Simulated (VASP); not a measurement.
# Si (C2/c) in VASP: further runs, part 2 of 2

VASP 6.6.1. The steps go on from the part before.

### Step 5. Single point, r2SCAN (15.25 Å³/atom)

This run uses another cell than the first one, of 15.25 Å³/atom.

POSCAR reads:

```
Si
1.0
   -2.3925516850      2.3939491261      1.3296760978
    2.3939491261     -2.3925516850      1.3296760978
    2.3960276927      2.3960276927     -1.3271166820
Si
2
Direct
    0.0000076927      0.9999923073      1.0000000000
    0.7499923073      0.2500076927      0.5000000000
```

INCAR.step1 reads:

```
PREC = Accurate ; ENCUT = 520
ISMEAR = -1 ; SIGMA = 0.1
LREAL = F ; LASPH = T
NELM = 100 ; NBANDS = 11
GGA = PE ; ALGO = Normal
EDIFF = 1E-4 ; LWAVE = T
LCHARG = F
```

INCAR.step2 reads:

```
PREC = Accurate ; ENCUT = 520
EDIFF = 1E-6 ; ISMEAR = -1
SIGMA = 0.1 ; LREAL = F
LASPH = T ; NELM = 100
ALGO = Normal ; ISIF = 2
LWAVE = F ; LCHARG = F
METAGGA = R2SCAN ; LMIXTAU = T
NBANDS = 11 ; ISTART = 1
```

KPOINTS reads:

```
regular mesh
0
Gamma
  15 15 11
```

Potentials or basis: VASP PAW PBE potentials, release 64 (Si).

Started as:

```bash
$ cat potpaw_PBE.64/Si/POTCAR > POTCAR
$ cp INCAR.step1 INCAR
$ mpirun -np 1 vasp_std > vasp.out
$ cp INCAR.step2 INCAR
$ mpirun -np 1 vasp_std > vasp.out
```

OUTCAR:

```text
PREC = Accurate
   ENCUT = 520
   EDIFF = 1E-6
   ISMEAR = -1
   LREAL = F
   LASPH = T
   NELM = 100
   ISIF = 2
   METAGGA = R2SCAN
   ISTART = 1

 ion  position               nearest neighbor table
   1  0.000  1.000  0.000-   2 2.48   2 2.48   2 2.49   2 2.49   2 3.12   2 3.12   2 3.12   2 3.12

   2  0.750  0.250  0.500-   1 2.48   1 2.48   1 2.49   1 2.49   1 3.12   1 3.12   1 3.12   1 3.12

  LATTYP: Found a base centered monoclinic cell.
 ALAT       =     2.6593529299
 B/A-ratio  =     2.5454065488
 C/A-ratio  =     1.3684200964
 COS(beta)  =    -0.3639893966

  Lattice vectors:

 A1 = (  -2.3925516850,   2.3939491261,   1.3296760978)
 A2 = (   2.3939491261,  -2.3925516850,   1.3296760978)
 A3 = (   2.3960276927,   2.3960276927,  -1.3271166820)

Analysis of symmetry for initial positions (statically):
=====================================================================
 Subroutine PRICEL returns:
 Original cell was already a primitive cell.

 Routine SETGRP: Setting up the symmetry group for a
 base centered monoclinic supercell.

 Subroutine GETGRP returns: Found  4 space group operations
[... 177 lines left out ...]
      3       6.4819      2.00000
      4       7.2391      2.00000
      5      11.0724      0.00000
      6      17.0517      0.00000
      7      18.5962      0.00000
      8      18.6051      0.00000
      9      18.9173      0.00000
     10      19.8889      0.00000
     11      20.5163      0.00000
[... 309 lines left out ...]
 k-point    24 :       0.2000    0.1333    0.0000
  band No.  band energies     occupation
      1      -2.5819      2.00000
      2       5.6392      2.00000
      3       7.6588      2.00000
      4       8.2399      1.99976
      5       9.6324      0.01512
      6      11.7751      0.00000
      7      13.1185      0.00000
      8      13.9103      0.00000
      9      15.9574      0.00000
     10      17.5223      0.00000
     11      20.4905      0.00000

 [... further k-points ...]

------------------------ aborting loop because EDIFF is reached ----------------------------------------

  FORCE on cell =-STRESS in cart. coord.  units (eV):
  Direction    XX          YY          ZZ          XY          YZ          ZX
  --------------------------------------------------------------------------------------
  -------------------------------------------------------------------------------------
  Total       -0.0584227     -0.0584227      0.0584507     -0.0250976     -0.0216931     -0.0216931
  in kB       -3.0681735     -3.0681735      3.0696437     -1.3180473     -1.1392532     -1.1392530
  external PRESSURE =      -1.0222344 kB  Pullay stress =       0.0000000 kB

 VOLUME and BASIS-vectors are now :
 -----------------------------------------------------------------------------
  energy-cutoff  :      520.00
  volume of cell :       30.51
      direct lattice vectors                 reciprocal lattice vectors
    -2.392551685  2.393949126  1.329676098    -0.000352220  0.208568668  0.375922013
     2.393949126 -2.392551685  1.329676098     0.208568668 -0.000352220  0.375922013
     2.396027693  2.396027693 -1.327116682     0.208618004  0.208618004 -0.000219250

 POSITION                                       TOTAL-FORCE (eV/Angst)
 -----------------------------------------------------------------------------------
      2.39391     -2.39251      1.32968        -0.000731      0.000731      0.000000
      0.00212      2.39530      0.66612         0.000731     -0.000731     -0.000000
 -----------------------------------------------------------------------------------
    total drift:                                0.000000     -0.000000     -0.000000

  FREE ENERGIE OF THE ION-ELECTRON SYSTEM (eV)
  ---------------------------------------------------
  free  energy   TOTEN  =       -16.6915356214 eV

  energy  without entropy=      -16.6685854199  energy(sigma->0) =      -16.68006052
```

OUTCAR.step1:

```text
PREC = Accurate
   ENCUT = 520
   ISMEAR = -1
   LREAL = F
   LASPH = T
   NELM = 100
[... 560 lines left out ...]
 -----------------------------------------------------------------------------------
      2.39391     -2.39251      1.32968        -0.000913      0.000913     -0.000000
      0.00212      2.39530      0.66612         0.000913     -0.000913      0.000000
 -----------------------------------------------------------------------------------
    total drift:                                0.000000     -0.000000     -0.000000

  FREE ENERGIE OF THE ION-ELECTRON SYSTEM (eV)
  ---------------------------------------------------
  free  energy   TOTEN  =       -10.2773821261 eV

  energy  without entropy=      -10.2534556839  energy(sigma->0) =      -10.26541890
```

OSZICAR.step1:

```text
N       E                     dE             d eps       ncg     rms          rms(c)
DAV:   1     0.458759100986E+01    0.45876E+01   -0.33742E+03 14624   0.581E+02
DAV:   2    -0.986624992861E+01   -0.14454E+02   -0.13876E+02 19129   0.835E+01
DAV:   3    -0.102892821235E+02   -0.42303E+00   -0.41774E+00 18818   0.111E+01
DAV:   4    -0.102911504443E+02   -0.18683E-02   -0.18680E-02 17501   0.920E-01
DAV:   5    -0.102911588312E+02   -0.83869E-05   -0.83863E-05 18350   0.567E-02    0.407E+00
DAV:   6    -0.102829303237E+02    0.82285E-02   -0.35412E-03 16876   0.309E-01    0.236E+00
DAV:   7    -0.102773744507E+02    0.55559E-02   -0.83636E-03 16244   0.500E-01    0.218E-01
DAV:   8    -0.102773821261E+02   -0.76754E-05   -0.50811E-04 17366   0.133E-01
   1 F= -.10277382E+02 E0= -.10265419E+02  d E =-.239264E-01
```

Wall time 4.2 min (1 thread of Intel Xeon 6975P-C (Granite Rapids), shared host); peak memory 0.29 GiB.

Results:

| Quantity | Value |
| --- | --- |
| Free energy | -16.6915 eV |
| Pressure | -0.1 GPa |
| Band gap on the k mesh | zero (bands 4 and 5 overlap by 6.83 eV) |

Levels at points of the mesh, in eV from the Fermi level:
```csv
k point,band 1,band 2,band 3,band 4,band 5,band 6,band 7,band 8,band 9
"(0.00, 0.00, 0.00)",-14.48,-2.70,-2.66,-1.91,1.93,7.91,9.45,9.46,9.77
```

Caveat: the PAW data sets were made with another functional, which shifts forces and pressure a little.

### Step 6. Summary

| cell | gap on the mesh (eV) | pressure (GPa) |
| --- | --- | --- |
| a = 3.485, b = 3.485, c = 3.487 Å, angles 97.6, 97.6, 137.1°, 2 atoms | none | 18.7 |
| a = 3.537, b = 3.537, c = 3.539 Å, angles 97.6, 97.6, 137.1°, 2 atoms | none | 11.1 |
| a = 3.587, b = 3.587, c = 3.590 Å, angles 97.6, 97.6, 137.1°, 2 atoms | none | 4.9 |
| a = 3.636, b = 3.636, c = 3.639 Å, angles 97.6, 97.6, 137.1°, 2 atoms | none | -0.1 |

Alike in all rows: task single point; level r2SCAN; potentials or basis VASP PAW PBE potentials, release 64 (Si); no spin polarisation; k mesh 15 × 15 × 11; cutoff (eV) 520; smearing fermi-dirac 0.1 eV.

Caveats: the PAW data sets were made with another functional, which shifts forces and pressure a little; the cell stands under pressure (at least some runs).

Total energies depend on the potentials used, so only differences within one code and one set of settings carry meaning.
